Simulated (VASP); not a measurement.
Crystal: TiN.

```
Ti N
1.0
     0.00000    2.15659    2.15659
     2.15659    0.00000    2.15659
     2.15659    2.15659    0.00000
Ti N
1 1
Direct
  0.00000 0.00000 0.00000
  0.50000 0.50000 0.50000
```

Base run:

```yaml
Program: VASP 6.6.1
Functional: PBEsol
Potentials_or_basis: VASP PAW PBE potentials, release 64 (Ti_sv, N)
Cutoff: 520 eV
k_mesh: 20 × 20 × 20
Occupations: gaussian, width 0.15 eV
Spin: collinear spin, ferromagnetic start
Starting_moments: "[0.5, 0.0] μB"
Fixed_moment: 0.5 μB
```

Its results: pressure -17.4 GPa; site moments Ti +0.39; N +0.02 μB.

**Question.** The run is repeated on the same cell with these changes: fixed moment from 0.5 μB to 0.25 μB; moments at the start from [0.5, 0.0] to [0.25, 0.0]. What comes out?

**Answer.** Pressure -18.7 GPa; site moments Ti +0.19; N +0.01 μB.

Caveats: the PAW data sets were made with another functional, which shifts forces and pressure a little; the total moment is fixed, so each spin has its own Fermi level.
